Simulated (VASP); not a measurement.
C: relaxation of cell and atoms with PBE

Crystal: C.

```
C
1.0
     1.69430   -2.86618    0.00000
     1.69430    2.86618    0.00000
    -0.21363    0.00000    1.26852
C
1
Direct
  0.50000 0.50000 0.50000
```

The cell was generated, and may not be a known phase.

```json
{"Program": "VASP 6.6.1", "Task": "relaxation of cell and atoms", "Functional": "PBE", "Potentials or basis": "VASP PAW PBE potentials, release 64 (C_h)", "Cutoff": "910 eV", "k mesh": "20 × 20 × 42", "Occupations": "gaussian, width 0.1 eV", "Spin": "no spin polarisation", "Dipole correction": "no", "Further INCAR settings": "ALGO = Normal; EDIFF = 1e-07; IBRION = 2; EDIFFG = -0.01; NSW = 100; ISIF = 3"}
```

- Relaxed volume: 14.87 Å³/atom
- Relaxed cell: a = 3.666 Å, b = 3.666 Å, c = 1.281 Å, α = 94.39°, β = 94.39°, γ = 119.12°
- Space group after relaxing (to 0.1 Å): C2/m (No. 12)
- Energy gained by relaxing: 23.6 meV/atom
- Ionic steps: 15
- Pressure after relaxing: 0.0 GPa
- Band gap on the k mesh: zero (bands 2 and 3 overlap by 14.72 eV)

Stress tensor (GPa, compression positive):
```
 0.10  0.00  0.03
 0.00  0.10  0.00
 0.03  0.00 -0.06
```

The path:
```tsv
step	energy change (eV)	largest force (eV/Å)	pressure (GPa)	volume (Å³)
1	0.0000	0.0000	0.20	12.32
2	0.0187	0.0000	13.06	12.34
3	-0.0023	0.0000	3.25	12.33
4	-0.0092	0.0000	2.23	12.72
5	-0.0206	0.0000	-0.26	13.94
6	-0.0146	0.0000	-4.04	16.56
7	-0.0225	0.0000	-1.48	14.71
8	-0.0216	0.0000	2.55	14.99
9	-0.0236	0.0000	0.25	14.83
10	-0.0236	0.0000	0.27	14.83
11	-0.0236	0.0000	-0.19	14.85
12	-0.0236	0.0000	0.07	14.84
13	-0.0236	0.0000	0.07	14.84
14	-0.0236	0.0000	0.06	14.85
15	-0.0236	0.0000	0.05	14.87
```

Final structure:
```
C
1.0
     1.85710   -3.16073    0.02843
     1.85710    3.16073    0.02843
    -0.21287    0.00000    1.26348
C
1
Direct
  0.50000 0.50000 0.50000
```

Levels at points of the mesh, in eV from the Fermi level:
```tsv
k point	band 1	band 2	band 3	band 4	band 5	band 6
(0.00, 0.00, 0.00)	-16.45	-4.65	-4.64	4.69	11.92	12.03
(0.50, 0.00, 0.00)	-16.18	-6.03	-4.93	7.10	9.63	17.03
(0.50, 0.50, 0.00)	-16.17	-6.03	-4.95	7.07	9.68	16.97
(0.00, 0.00, 0.50)	-9.04	8.47	11.31	11.43	23.35	24.51
(0.50, 0.00, 0.50)	-9.03	8.68	11.08	11.36	21.94	23.93
(0.50, 0.50, 0.50)	-9.02	8.81	11.03	11.22	21.69	22.86
```

Run time: 38 min on 1 thread of Intel(R) Xeon(R) Platinum 8488C (Sapphire Rapids), with other jobs on the host, peak memory 0.77 GiB.

Caveat: the volume moved by over 15 % at a fixed basis, so the end points are rough.
